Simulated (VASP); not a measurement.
# Sn (I4_1/amd) in VASP: single point with r2SCAN

Aim: the single point of Sn with r2SCAN.

All numbers are computed with VASP 6.6.1; they aren't measurements. Logs are shortened: lines on timing, memory, paths and dates and some standing lists are left out, and cuts for length are marked.

## 1. The cell of the first run

The structure is tetragonal, space group I4_1/amd (No. 141). Conventional cell: a = 5.880 Å, b = 5.880 Å, c = 3.199 Å, α = 90.00°, β = 90.00°, γ = 90.00°. Sn (site symmetry -4m2) has 10 Sn at 3.05 to 3.79 Å within 4.0 Å.

## 2. Single point, r2SCAN

POSCAR reads:

```
Sn
1.0
   -2.9401404553      2.9401404553      1.5993019889
    2.9401404553     -2.9401404553      1.5993019889
    2.9401404553      2.9401404553     -1.5993019889
Sn
2
Direct
    0.7500000000      0.2500000000      0.5000000000
    0.0000000000      0.0000000000      0.0000000000
```

INCAR.step1 reads:

```
SYSTEM = Sn
PREC = Accurate ; ENCUT = 520
ISMEAR = 0 ; SIGMA = 0.15
LREAL = .FALSE. ; LASPH = .TRUE.
NELM = 100 ; NBANDS = 21
GGA = PE ; ALGO = Normal
EDIFF = 1E-4 ; LWAVE = .TRUE.
LCHARG = .FALSE.
```

INCAR.step2 reads:

```
SYSTEM = Sn
PREC = Accurate ; ENCUT = 520
EDIFF = 1E-6 ; ISMEAR = 0
SIGMA = 0.15 ; LREAL = .FALSE.
LASPH = .TRUE. ; NELM = 100
ALGO = Normal ; ISIF = 2
LWAVE = .FALSE. ; LCHARG = .TRUE.
METAGGA = R2SCAN ; LMIXTAU = .TRUE.
LELF = .TRUE. ; LVHAR = .TRUE.
NBANDS = 21 ; ISTART = 1
```

KPOINTS reads:

```
regular mesh
0
G
  16 16 16
  0 0 0
```

Potentials or basis: VASP PAW PBE potentials, release 64 (Sn_d).

Started as:

```sh
$ cat potpaw_PBE.64/Sn_d/POTCAR > POTCAR
$ cp INCAR.step1 INCAR
$ mpirun -np 1 vasp_std > vasp.out
$ cp INCAR.step2 INCAR
$ mpirun -np 1 vasp_std > vasp.out
```

OUTCAR:

```text
SYSTEM = Sn
   PREC = Accurate
   ENCUT = 520
   EDIFF = 1E-6
   ISMEAR = 0
   LREAL = .FALSE.
   LASPH = .TRUE.
   NELM = 100
   ISIF = 2
   METAGGA = R2SCAN
   ISTART = 1

 ion  position               nearest neighbor table
   1  0.750  0.250  0.500-   2 3.05   2 3.05   2 3.05   2 3.05
   2  0.000  0.000  0.000-   1 3.05   1 3.05   1 3.05   1 3.05

  LATTYP: Found a body centered tetragonal cell.
 ALAT       =     5.8802809106
 C/A-ratio  =     0.5439542815

  Lattice vectors:

 A1 = (  -2.9401404553,   2.9401404553,   1.5993019889)
 A2 = (   2.9401404553,  -2.9401404553,   1.5993019889)
 A3 = (   2.9401404553,   2.9401404553,  -1.5993019889)

Analysis of symmetry for initial positions (statically):
=====================================================================
 Subroutine PRICEL returns:
 Original cell was already a primitive cell.

 Routine SETGRP: Setting up the symmetry group for a
 body centered tetragonal supercell.

 Subroutine GETGRP returns: Found 16 space group operations
 (whereof  8 operations were pure point group operations)
 out of a pool of 16 trial point group operations.

The static configuration has the point symmetry D_2d.
 The point group associated with its full space group is D_4h.

Analysis of symmetry for dynamics (positions and initial velocities):
=====================================================================
 Subroutine PRICEL returns:
 Original cell was already a primitive cell.

 Routine SETGRP: Setting up the symmetry group for a
 body centered tetragonal supercell.

 Subroutine GETGRP returns: Found 16 space group operations
 (whereof  8 operations were pure point group operations)
 out of a pool of 16 trial point group operations.

The dynamic configuration has the point symmetry D_2d.
 The point group associated with its full space group is D_4h.

 Subroutine INISYM returns: Found 16 space group operations
 (whereof  8 operations are pure point group operations),
 and found     1 'primitive' translations

----------------------------------------------------------------------------------------

                                     Primitive cell

  volume of cell :      55.3002

  direct lattice vectors                    reciprocal lattice vectors
    -2.940140455  2.940140455  1.599301989     0.000000000  0.170059903  0.312636390
     2.940140455 -2.940140455  1.599301989     0.170059903  0.000000000  0.312636390
     2.940140455  2.940140455 -1.599301989     0.170059903  0.170059903  0.000000000

  length of vectors
     4.454954393  4.454954393  4.454954393     0.355895888  0.355895888  0.240501021

  position of ions in fractional coordinates (direct lattice)
     0.750000000  0.250000000  0.500000000
     0.000000000  0.000000000  0.000000000

  ion indices of the primitive-cell ions
   primitive index   ion index
                 1           1
                 2           2

----------------------------------------------------------------------------------------

 KPOINTS: regular mesh

Automatic generation of k-mesh.
 Grid dimensions read from file:
 generate k-points for:   16   16   16

 Generating k-lattice:

  Cartesian coordinates                     Fractional coordinates (reciprocal lattice)
     0.000000000  0.010628744  0.019539774     0.062500000 -0.000000000  0.000000000
     0.010628744  0.000000000  0.019539774    -0.000000000  0.062500000  0.000000000
     0.010628744  0.010628744  0.000000000     0.000000000  0.000000000  0.062500000

  Length of vectors
     0.022243493  0.022243493  0.015031314

  Shift w.r.t. Gamma in fractional coordinates (k-lattice)
     0.000000000  0.000000000  0.000000000

 Subroutine IBZKPT returns following result:
 ===========================================

 Found    349 irreducible k-points:

 Following reciprocal coordinates:
            Coordinates               Weight
  0.000000  0.000000  0.000000      1.000000
  0.062500 -0.000000  0.000000      8.000000
  0.125000 -0.000000  0.000000      8.000000
  0.187500 -0.000000  0.000000      8.000000
  0.250000 -0.000000  0.000000      8.000000
  0.312500 -0.000000  0.000000      8.000000
[... 16 lines left out ...]
 -0.125000  0.062500 -0.000000     16.000000
 -0.062500  0.062500  0.000000      4.000000
 [... further k-points ...]
   k-points           NKPTS =    349   k-points in BZ     NKDIM =    349   number of bands    NBANDS=     21
   number of dos      NEDOS =    301   number of ions     NIONS =      2
   total plane-waves  NPLWV =  46656
   dimension x,y,z NGX =    36 NGY =   36 NGZ =   36
   dimension x,y,z NGXF=    72 NGYF=   72 NGZF=   72
   ions per type =               2
   NGX,Y,Z   is equivalent  to a cutoff of  13.43, 13.43, 13.43 a.u.
   NGXF,Y,Z  is equivalent  to a cutoff of  26.87, 26.87, 26.87 a.u.
 SYSTEM =  Sn
   PREC   = accura    normal or accurate (medium, high low for compatibility)
   ISTART =      1    job   : 0-new  1-cont  2-samecut
   ICHARG =      0    charge: 1-file 2-atom 10-const
   ISPIN  =      1    spin polarized calculation?
   LNONCOLLINEAR =      F non collinear calculations
   LSORBIT =      F    spin-orbit coupling
   LASPH  =      T    aspherical Exc in radial PAW
   ENCUT  =  520.0 eV  38.22 Ry    6.18 a.u.   8.28  8.28  8.28*2*pi/ulx,y,z
   NELM   =    100;   NELMIN=  2; NELMDL=  0     # of ELM steps
   EDIFF  = 0.1E-05   stopping-criterion for ELM
   LREAL  =      F    real-space projection
   EDIFFG = 0.1E-04   stopping-criterion for IOM
   NSW    =      0    number of steps for IOM
   IBRION =     -1    ionic relax: 0-MD 1-quasi-New 2-CG
   NFREE  =      0    steps in history (QN), initial steepest desc. (CG)
   ISIF   =      2    stress and relaxation
   ISYM   =      2    0-nonsym 1-usesym 2-fastsym
   POTIM  = 0.5000    time-step for ionic-motion
   TEBEG  =    0.0;   TEEND  =   0.0 temperature during run
   PSTRESS=    0.0 pullay stress
   NELECT =      28.0000    total number of electrons
   NUPDOWN=      -1.0000    fix difference up-down
   EMIN   =  10.00;   EMAX   =-10.00  energy-range for DOS
   EFERMI =   0.00;   METHOD = LEGACY
   ISMEAR =     0;   SIGMA  =   0.15  broadening in eV -4-tet -1-fermi 0-gaus
   EFERMI_NEDOS =   21; number of points for ismear=-14 and -15
   IALGO  =     38    algorithm
   IMIX   =      4    mixing-type and parameters
     AMIX     =   0.40;   BMIX     =  1.00
     AMIX_MAG =   1.60;   BMIX_MAG =  1.00
  volume/ion in A,a.u.               =      27.65       186.59
  Fermi-wavevector in a.u.,A,eV,Ry     =   1.304824  2.465760 23.164816  1.702566
  Thomas-Fermi vector in A             =   2.435734
   LORBIT       =      0    0 simple, 1 ext, 2 COOP (PROOUT), +10 PAW based schemes
   METAGGA = R2SCAN    functional components
   LHFCALC =     F    Hartree Fock is set to
   AEXX    =    0.0000 exact exchange contribution
   IVDW    =     0    specifies the selected vdW correction
   LEPSILON=     F    determine dielectric tensor
   LRPA    =     F    only Hartree local field effects (RPA)
 non-spin polarized calculation
 Gauss-broadening in eV      SIGMA  =   0.15
  energy-cutoff  :      520.00
  volume of cell :       55.30
 maximum number of plane-waves:      1507
 NGX is ok and might be reduce to    36
   NGX = 17   NGY = 17   NGZ = 17

 number of electron      27.9999989 magnetization

 Free energy of the ion-electron system (eV)
  ---------------------------------------------------
  ext. energy  EPLUGINS =         0.00000000
  ---------------------------------------------------
  free energy    TOTEN  =       -49.25206435 eV

  energy without entropy =      -49.24258432  energy(sigma->0) =      -49.24732433

 E-fermi :   7.6999     XC(G=0): -11.0297

 val. band max:        7.6821466702   @ k =   0.1875   0.1250   0.0000
 cond. band min:       7.7024246727   @ k =  -0.0625   0.4375   0.0625
 fundamental gap:      0.0202780025
 Fermi energy:         7.6999272706

 k-point     1 :       0.0000    0.0000    0.0000
  band No.  band energies     occupation
      1     -14.6464      2.00000
      2     -14.5619      2.00000
      3     -14.5118      2.00000
      4     -14.5075      2.00000
      5     -14.3484      2.00000
      6     -14.3484      2.00000
[... 13 lines left out ...]
     20      17.8997      0.00000
     21      18.5734      0.00000

 k-point     2 :       0.0625   -0.0000    0.0000
  band No.  band energies     occupation
      1     -14.6439      2.00000
      2     -14.5537      2.00000
      3     -14.5089      2.00000
      4     -14.4977      2.00000
      5     -14.3547      2.00000
      6     -14.3541      2.00000
[... 13 lines left out ...]
     20      17.8143      0.00000
     21      18.1867      0.00000

 k-point     3 :       0.1250   -0.0000    0.0000
  band No.  band energies     occupation
      1     -14.6364      2.00000
      2     -14.5309      2.00000
      3     -14.5006      2.00000
      4     -14.4717      2.00000
      5     -14.3692      2.00000
      6     -14.3633      2.00000
[... 13 lines left out ...]
     20      16.8928      0.00000
     21      17.0530      0.00000

 k-point     4 :       0.1875   -0.0000    0.0000
  band No.  band energies     occupation
      1     -14.6244      2.00000
      2     -14.4998      2.00000
      3     -14.4883      2.00000
      4     -14.4419      2.00000
      5     -14.3876      2.00000
      6     -14.3652      2.00000
[... 13 lines left out ...]
     20      16.0076      0.00000
     21      16.5835      0.00000

 k-point     5 :       0.2500   -0.0000    0.0000
  band No.  band energies     occupation
      1     -14.6097      2.00000
      2     -14.4745      2.00000
      3     -14.4722      2.00000
      4     -14.4301      2.00000
      5     -14.4062      2.00000
      6     -14.3652      2.00000
[... 13 lines left out ...]
     20      15.3284      0.00000
     21      16.7847      0.00000
[... 382 lines left out ...]
     20      16.3243      0.00000
     21      16.5697      0.00000

 k-point    22 :      -0.1875    0.0625   -0.0000
  band No.  band energies     occupation
      1     -14.6274      2.00000
      2     -14.5331      2.00000
      3     -14.4932      2.00000
      4     -14.4795      2.00000
      5     -14.3687      2.00000
      6     -14.3570      2.00000
[... 13 lines left out ...]
     20      16.9985      0.00000
     21      17.2649      0.00000

 k-point    23 :      -0.1250    0.0625   -0.0000
  band No.  band energies     occupation
      1     -14.6374      2.00000
      2     -14.5549      2.00000
      3     -14.5037      2.00000
      4     -14.5018      2.00000
      5     -14.3562      2.00000
      6     -14.3502      2.00000
[... 13 lines left out ...]
     20      17.9225      0.00000
     21      18.2536      0.00000

 k-point    24 :      -0.0625    0.0625    0.0000
  band No.  band energies     occupation
      1     -14.6430      2.00000
      2     -14.5625      2.00000
      3     -14.5097      2.00000
      4     -14.5089      2.00000
      5     -14.3500      2.00000
      6     -14.3465      2.00000
[... 13 lines left out ...]
     20      18.1229      0.00000
     21      18.5233      0.00000

 [... further k-points ...]

------------------------ aborting loop because EDIFF is reached ----------------------------------------

  FORCE on cell =-STRESS in cart. coord.  units (eV):
  Direction    XX          YY          ZZ          XY          YZ          ZX
  --------------------------------------------------------------------------------------
  -------------------------------------------------------------------------------------
  Total       -0.0039945     -0.0039945     -0.1482417      0.0000000      0.0000000      0.0000000
  in kB       -0.1157293     -0.1157293     -4.2949140      0.0000000      0.0000000      0.0000000
  external PRESSURE =      -1.5087909 kB  Pullay stress =       0.0000000 kB

 VOLUME and BASIS-vectors are now :
 -----------------------------------------------------------------------------
  energy-cutoff  :      520.00
  volume of cell :       55.30
      direct lattice vectors                 reciprocal lattice vectors
    -2.940140455  2.940140455  1.599301989     0.000000000  0.170059903  0.312636390
     2.940140455 -2.940140455  1.599301989     0.170059903  0.000000000  0.312636390
     2.940140455  2.940140455 -1.599301989     0.170059903  0.170059903  0.000000000

 POSITION                                       TOTAL-FORCE (eV/Angst)
 -----------------------------------------------------------------------------------
      0.00000      2.94014      0.79965        -0.000000      0.000000      0.000000
      0.00000      0.00000      0.00000         0.000000     -0.000000     -0.000000
 -----------------------------------------------------------------------------------
    total drift:                               -0.000000      0.000000     -0.000000

  FREE ENERGIE OF THE ION-ELECTRON SYSTEM (eV)
  ---------------------------------------------------
  free  energy   TOTEN  =       -49.2520643469 eV

  energy  without entropy=      -49.2425843194  energy(sigma->0) =      -49.24732433
```

It took 9.8 min on 1 thread of Intel Xeon 6975P-C (Granite Rapids), shared host; peak memory 0.45 GiB.

Results:

| Quantity | Value |
| --- | --- |
| Free energy | -49.2521 eV |
| Pressure | -0.2 GPa |
| Band gap on the k mesh | zero (bands 14 and 15 overlap by 4.43 eV) |

Stress tensor (GPa, compression positive):
```
-0.01  0.00  0.00
 0.00 -0.01  0.00
 0.00  0.00 -0.43
```

Levels at points of the mesh, in eV from the Fermi level:
```tsv
k point	band 11	band 12	band 13	band 14	band 15	band 16	band 17	band 18
(0.00, 0.00, 0.00)	-11.54	-3.74	-2.13	-2.13	3.36	6.43	6.43	7.11
(0.50, 0.00, 0.00)	-7.17	-5.57	-2.36	-1.85	-1.25	2.52	2.96	4.86
(0.50, 0.50, 0.00)	-9.22	-9.22	0.53	0.53	1.74	1.74	6.34	6.34
(0.50, 0.50, 0.50)	-7.85	-7.85	-4.95	-4.95	5.29	5.29	9.72	9.72
```

Caveat: the PAW data sets were made with another functional, which shifts forces and pressure a little; spin-orbit coupling is left out, which moves the levels of the heavy elements.
